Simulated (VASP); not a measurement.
# RbBr (Immm) in VASP: single point with HSE06

Aim: the single point of RbBr with HSE06.

Program: VASP 6.6.1. These are calculated values, not measurements. Logs are shortened: lines on timing, memory, paths and dates and some standing lists are left out, and cuts for length are marked.

## 1. The cell of the first run

Symmetry: Immm, No. 71, orthorhombic system. The conventional cell has a = 4.816 Å, b = 4.973 Å, c = 6.922 Å, α = 90.00°, β = 90.00°, γ = 90.00°. Within 4.5 Å of Rb (site symmetry mmm) lie 6 Br at 3.46 Å. Within 4.5 Å of Br (site symmetry mmm) lie 6 Rb at 3.46 Å.

## 2. Single point, HSE06 (shear xy strain -3.2%)

The input, POSCAR:

```
RbBr
1.0
   -0.0557193001      3.4608260907      3.4608260907
    3.4608260907     -0.0557193001      3.4608260907
    3.4051067907      3.4051067907      0.0000000000
Rb Br
1 1
Direct
    0.0000000000      0.0000000000      0.0000000000
    0.5000000000      0.5000000000      0.5000000000
```

The input, INCAR.step1:

```
PREC = Accurate
ENCUT = 520
EDIFF = 1E-5
ISMEAR = 0
SIGMA = 0.01
LREAL = False
LASPH = True
NELM = 80
ALGO = Normal
ISIF = 2
LWAVE = True
LCHARG = False
NBANDS = 15
GGA = PE
```

The input, INCAR.step2:

```
PREC = Accurate
ENCUT = 520
EDIFF = 1E-6
ISMEAR = 0
SIGMA = 0.01
LREAL = False
LASPH = True
NELM = 80
ALGO = Normal
ISIF = 2
LWAVE = False
LCHARG = False
GGA = PE
LHFCALC = True
HFSCREEN = 0.2079
PRECFOCK = Normal
NBANDS = 15
ISTART = 1
```

The input, KPOINTS:

```
regular mesh
0
Gamma
  4 4 4
```

Potentials or basis: VASP PAW PBE potentials, release 64 (Rb_sv, Br).

Command:

```bash
> cat potpaw_PBE.64/Rb_sv/POTCAR potpaw_PBE.64/Br/POTCAR > POTCAR
> cp INCAR.step1 INCAR
> mpirun -np 1 vasp_std > vasp.out
> cp INCAR.step2 INCAR
> mpirun -np 1 vasp_std > vasp.out
```

OUTCAR:

```text
PREC = Accurate
   ENCUT = 520
   EDIFF = 1E-6
   ISMEAR = 0
   LREAL = False
   LASPH = True
   NELM = 80
   ISIF = 2
   GGA = PE
   LHFCALC = True
   HFSCREEN = 0.2079
   PRECFOCK = Normal
   ISTART = 1

 ion  position               nearest neighbor table
   1  0.000  0.000  0.000-   2 3.46   2 3.46   2 3.46   2 3.46   2 3.46   2 3.46
   2  0.500  0.500  0.500-   1 3.46   1 3.46   1 3.46   1 3.46   1 3.46   1 3.46

  LATTYP: Found a body centered orthorhombic cell.
 ALAT       =     4.8155482047
 B/A-ratio  =     1.0327269031
 C/A-ratio  =     1.4373549775

  Lattice vectors:

 A1 = (   0.0557193001,  -3.4608260907,  -3.4608260907)
 A2 = (  -0.0557193000,   3.4608260908,  -3.4608260907)
 A3 = (   3.4608260907,  -0.0557193001,   3.4608260907)

Analysis of symmetry for initial positions (statically):
=====================================================================
 Subroutine PRICEL returns:
 Original cell was already a primitive cell.

 Routine SETGRP: Setting up the symmetry group for a
 body centered orthorhombic supercell.

 Subroutine GETGRP returns: Found  8 space group operations
 (whereof  8 operations were pure point group operations)
 out of a pool of  8 trial point group operations.

The static configuration has the point symmetry D_2h.

Analysis of symmetry for dynamics (positions and initial velocities):
=====================================================================
 Subroutine PRICEL returns:
 Original cell was already a primitive cell.

 Routine SETGRP: Setting up the symmetry group for a
 body centered orthorhombic supercell.

 Subroutine GETGRP returns: Found  8 space group operations
 (whereof  8 operations were pure point group operations)
 out of a pool of  8 trial point group operations.

The dynamic configuration has the point symmetry D_2h.

 Subroutine INISYM returns: Found  8 space group operations
 (whereof  8 operations are pure point group operations),
 and found     1 'primitive' translations

----------------------------------------------------------------------------------------

                                     Primitive cell

  volume of cell :      82.8813

  direct lattice vectors                    reciprocal lattice vectors
    -0.055719300  3.460826091  3.460826091    -0.142184998  0.142184998  0.144474177
     3.460826091 -0.055719300  3.460826091     0.142184998 -0.142184998  0.144474177
     3.405106791  3.405106791  0.000000000     0.146838273  0.146838273 -0.144474177

  length of vectors
     4.894664350  4.894664350  4.815548205     0.247600354  0.247600354  0.252973802

  position of ions in fractional coordinates (direct lattice)
     0.000000000  0.000000000  0.000000000
     0.500000000  0.500000000  0.500000000

  ion indices of the primitive-cell ions
   primitive index   ion index
                 1           1
                 2           2

----------------------------------------------------------------------------------------

 KPOINTS: regular mesh

Automatic generation of k-mesh.
 Grid dimensions read from file:
 generate k-points for:    4    4    4

 Generating k-lattice:

  Cartesian coordinates                     Fractional coordinates (reciprocal lattice)
    -0.035546250  0.035546250  0.036118544     0.250000000  0.000000000  0.000000000
     0.035546250 -0.035546250  0.036118544     0.000000000  0.250000000  0.000000000
     0.036709568  0.036709568 -0.036118544     0.000000000  0.000000000  0.250000000

  Length of vectors
     0.061900088  0.061900088  0.063243450

  Shift w.r.t. Gamma in fractional coordinates (k-lattice)
     0.000000000  0.000000000  0.000000000

 Subroutine IBZKPT returns following result:
 ===========================================

 Found     18 irreducible k-points:

 Following reciprocal coordinates:
            Coordinates               Weight
  0.000000  0.000000  0.000000      1.000000
  0.250000 -0.000000  0.000000      4.000000
  0.500000 -0.000000  0.000000      2.000000
  0.250000  0.250000  0.000000      2.000000
  0.500000  0.250000  0.000000      4.000000
 -0.250000  0.250000  0.000000      2.000000
[... 10 lines left out ...]
  0.250000  0.250000  0.500000      2.000000
 -0.250000  0.250000  0.500000      2.000000
   k-points           NKPTS =     18   k-points in BZ     NKDIM =     64   number of bands    NBANDS=     15
   number of dos      NEDOS =    301   number of ions     NIONS =      2
   total plane-waves  NPLWV =  46656
   dimension x,y,z NGX =    36 NGY =   36 NGZ =   36
   dimension x,y,z NGXF=    72 NGYF=   72 NGZF=   72
   ions per type =               1   1
   NGX,Y,Z   is equivalent  to a cutoff of  12.23, 12.23, 12.43 a.u.
   NGXF,Y,Z  is equivalent  to a cutoff of  24.45, 24.45, 24.86 a.u.
 SYSTEM =  unknown system
   PREC   = accura    normal or accurate (medium, high low for compatibility)
   ISTART =      1    job   : 0-new  1-cont  2-samecut
   ICHARG =      0    charge: 1-file 2-atom 10-const
   ISPIN  =      1    spin polarized calculation?
   LNONCOLLINEAR =      F non collinear calculations
   LSORBIT =      F    spin-orbit coupling
   LASPH  =      T    aspherical Exc in radial PAW
   ENCUT  =  520.0 eV  38.22 Ry    6.18 a.u.   9.10  9.10  8.95*2*pi/ulx,y,z
   NELM   =     80;   NELMIN=  2; NELMDL=  0     # of ELM steps
   EDIFF  = 0.1E-05   stopping-criterion for ELM
   LREAL  =      F    real-space projection
   EDIFFG = 0.1E-04   stopping-criterion for IOM
   NSW    =      0    number of steps for IOM
   IBRION =     -1    ionic relax: 0-MD 1-quasi-New 2-CG
   NFREE  =      0    steps in history (QN), initial steepest desc. (CG)
   ISIF   =      2    stress and relaxation
   ISYM   =      3    0-nonsym 1-usesym 2-fastsym
   POTIM  = 0.5000    time-step for ionic-motion
   TEBEG  =    0.0;   TEEND  =   0.0 temperature during run
   PSTRESS=    0.0 pullay stress
   NELECT =      16.0000    total number of electrons
   NUPDOWN=      -1.0000    fix difference up-down
   EMIN   =  10.00;   EMAX   =-10.00  energy-range for DOS
   EFERMI =   0.00;   METHOD = LEGACY
   ISMEAR =     0;   SIGMA  =   0.01  broadening in eV -4-tet -1-fermi 0-gaus
   EFERMI_NEDOS =   21; number of points for ismear=-14 and -15
   IALGO  =     38    algorithm
   IMIX   =      1    mixing-type and parameters
     AMIX     =   0.40;   BMIX     =  1.00
     AMIX_MAG =   1.60;   BMIX_MAG =  1.00
  volume/ion in A,a.u.               =      41.44       279.66
  Fermi-wavevector in a.u.,A,eV,Ry     =   0.946156  1.787975 12.180078  0.895210
  Thomas-Fermi vector in A             =   2.074126
   LORBIT       =      0    0 simple, 1 ext, 2 COOP (PROOUT), +10 PAW based schemes
   GGA     = PE    functional components
   LHFCALC =     T    Hartree Fock is set to
   PRECFOCK=normal    Normal, Fast or Accurate (Low or Medium for compatibility)
   ENCUT4O =  -1.0   cutoff for four orbital integrals eV
   NKREDX  =     1    reduce k-point grid by
   NKREDY  =     1    reduce k-point grid by
   NKREDZ  =     1    reduce k-point grid by
   AEXX    =    0.2500 exact exchange contribution
   HFSCREEN=    0.2079 screening length (either q_TF or 0.3 A-1)
   HFSCREENC=   0.2079 screening length for correlation (either q_TF or 0.3 A-1)
   ENCUTFOCK=  -1.0 apply spherical cutoff to Coloumb kernel
   IVDW    =     0    specifies the selected vdW correction
   LEPSILON=     F    determine dielectric tensor
   LRPA    =     F    only Hartree local field effects (RPA)
 non-spin polarized calculation
 Gauss-broadening in eV      SIGMA  =   0.01
  energy-cutoff  :      520.00
  volume of cell :       82.88
 maximum number of plane-waves:      2244
  NGX = 28; NGY = 28; NGZ = 28

 number of electron      15.9999999 magnetization

 Free energy of the ion-electron system (eV)
  ---------------------------------------------------
  ext. energy  EPLUGINS =         0.00000000
  ---------------------------------------------------
  free energy    TOTEN  =        -7.07126857 eV

  energy without entropy =       -7.07126857  energy(sigma->0) =       -7.07126857

 E-fermi :  -2.6139     XC(G=0):  -5.9852

 val. band max:       -2.7045854953   @ k =   0.0000   0.0000   0.0000
 cond. band min:       2.7079525939   @ k =   0.0000   0.0000   0.0000
 fundamental gap:      5.4125380892
 Fermi energy:        -2.6138819086

 k-point     1 :       0.0000    0.0000    0.0000
  band No.  band energies     occupation
      1     -28.8884      2.00000
      2     -15.9033      2.00000
      3     -11.8010      2.00000
      4     -11.8008      2.00000
      5     -11.8002      2.00000
      6      -2.7564      2.00000
      7      -2.7329      2.00000
      8      -2.7046      2.00000
      9       2.7080      0.00000
     10       5.6684      0.00000
     11       5.7976      0.00000
     12       5.9287      0.00000
     13       6.7527      0.00000
     14       6.7585      0.00000
     15       9.3081      0.00000

 k-point     2 :       0.2500   -0.0000    0.0000
  band No.  band energies     occupation
      1     -28.8842      2.00000
      2     -15.9224      2.00000
      3     -11.8030      2.00000
      4     -11.8014      2.00000
      5     -11.7700      2.00000
      6      -3.2785      2.00000
      7      -2.9122      2.00000
      8      -2.8717      2.00000
      9       3.9426      0.00000
     10       5.5680      0.00000
     11       6.4683      0.00000
     12       6.6487      0.00000
     13       7.6014      0.00000
     14       7.6315      0.00000
     15      10.8577      0.00000

 k-point     3 :       0.5000   -0.0000    0.0000
  band No.  band energies     occupation
      1     -28.8799      2.00000
      2     -15.9413      2.00000
      3     -11.8059      2.00000
      4     -11.8019      2.00000
      5     -11.7390      2.00000
      6      -3.7048      2.00000
      7      -3.0722      2.00000
      8      -3.0278      2.00000
      9       5.1396      0.00000
     10       6.0758      0.00000
     11       7.9529      0.00000
     12       8.1423      0.00000
     13       8.5673      0.00000
     14       8.7423      0.00000
     15       9.4127      0.00000

 k-point     4 :       0.2500    0.2500    0.0000
  band No.  band energies     occupation
      1     -28.8826      2.00000
      2     -15.9007      2.00000
      3     -11.8361      2.00000
      4     -11.8319      2.00000
      5     -11.7950      2.00000
      6      -3.3213      2.00000
      7      -2.8623      2.00000
      8      -2.8013      2.00000
      9       4.0757      0.00000
     10       4.7087      0.00000
     11       7.1781      0.00000
     12       7.2285      0.00000
     13       7.4185      0.00000
     14       8.0943      0.00000
     15      10.5767      0.00000
[... 199 lines left out ...]
 k-point    16 :       0.5000   -0.0000    0.5000
  band No.  band energies     occupation
      1     -28.8769      2.00000
      2     -15.8448      2.00000
      3     -11.9732      2.00000
      4     -11.8683      2.00000
      5     -11.8674      2.00000
      6      -3.2264      2.00000
      7      -2.9012      2.00000
      8      -2.9000      2.00000
      9       4.0479      0.00000
     10       5.5671      0.00000
     11       7.5396      0.00000
     12       7.8336      0.00000
     13       8.0265      0.00000
     14       9.5014      0.00000
     15       9.5282      0.00000

 k-point    17 :       0.2500    0.2500    0.5000
  band No.  band energies     occupation
      1     -28.8790      2.00000
      2     -15.9062      2.00000
      3     -11.8751      2.00000
      4     -11.8038      2.00000
      5     -11.7833      2.00000
      6      -3.4974      2.00000
      7      -3.0999      2.00000
      8      -2.9754      2.00000
      9       5.1651      0.00000
     10       5.5533      0.00000
     11       7.1136      0.00000
     12       7.3042      0.00000
     13       8.0769      0.00000
     14       9.1638      0.00000
     15       9.6870      0.00000

 k-point    18 :      -0.2500    0.2500    0.5000
  band No.  band energies     occupation
      1     -28.8767      2.00000
      2     -15.8705      2.00000
      3     -11.9327      2.00000
      4     -11.9073      2.00000
      5     -11.7793      2.00000
      6      -3.2128      2.00000
      7      -3.1064      2.00000
      8      -3.0760      2.00000
      9       5.5107      0.00000
     10       5.5123      0.00000
     11       6.7240      0.00000
     12       7.1342      0.00000
     13       9.5120      0.00000
     14       9.5430      0.00000
     15       9.6206      0.00000

------------------------ aborting loop because EDIFF is reached ----------------------------------------

  FORCE on cell =-STRESS in cart. coord.  units (eV):
  Direction    XX          YY          ZZ          XY          YZ          ZX
  --------------------------------------------------------------------------------------
  -------------------------------------------------------------------------------------
  Total        0.1628817      0.1628817      0.1606726      0.0693859     -0.0000000     -0.0000000
  in kB        3.1486635      3.1486635      3.1059591      1.3412980     -0.0000000     -0.0000000
  external PRESSURE =       3.1344287 kB  Pullay stress =       0.0000000 kB

 VOLUME and BASIS-vectors are now :
 -----------------------------------------------------------------------------
  energy-cutoff  :      520.00
  volume of cell :       82.88
      direct lattice vectors                 reciprocal lattice vectors
    -0.055719300  3.460826091  3.460826091    -0.142184998  0.142184998  0.144474177
     3.460826091 -0.055719300  3.460826091     0.142184998 -0.142184998  0.144474177
     3.405106791  3.405106791  0.000000000     0.146838273  0.146838273 -0.144474177

 POSITION                                       TOTAL-FORCE (eV/Angst)
 -----------------------------------------------------------------------------------
      0.00000      0.00000      0.00000        -0.000000      0.000000     -0.000000
      3.40511      3.40511      3.46083         0.000000      0.000000      0.000000
 -----------------------------------------------------------------------------------
    total drift:                                0.000000     -0.000000     -0.000000

  FREE ENERGIE OF THE ION-ELECTRON SYSTEM (eV)
  ---------------------------------------------------
  free  energy   TOTEN  =        -7.0712685698 eV

  energy  without entropy=       -7.0712685698  energy(sigma->0) =       -7.07126857
```

It took 13 min on 1 thread of AMD EPYC 7R13 (Zen 3), shared host; peak memory 0.3 GiB.

What came out:

| Quantity | Value |
| --- | --- |
| Free energy | -7.0713 eV |
| Pressure | 0.3 GPa |
| Band gap on the k mesh | 5.41 eV |

Levels at points of the mesh, in eV from the valence-band top:
| k point | band 6 | band 7 | band 8 | band 9 | band 10 | band 11 |
| --- | --- | --- | --- | --- | --- | --- |
| (0.00, 0.00, 0.00) | -0.05 | -0.03 | 0.00 | 5.41 | 8.37 | 8.50 |
| (0.50, 0.00, 0.00) | -1.00 | -0.37 | -0.32 | 7.84 | 8.78 | 10.66 |
| (0.50, 0.50, 0.00) | -0.52 | -0.23 | -0.16 | 6.75 | 8.28 | 10.24 |
| (0.00, 0.00, 0.50) | -0.99 | -0.41 | -0.37 | 7.85 | 8.88 | 10.73 |
| (0.50, 0.00, 0.50) | -0.52 | -0.20 | -0.20 | 6.75 | 8.27 | 10.24 |

Caveat: the cell differs from its parent crystal (shear xy strain -3.2%); the PAW data sets were made with another functional, which shifts forces and pressure a little.
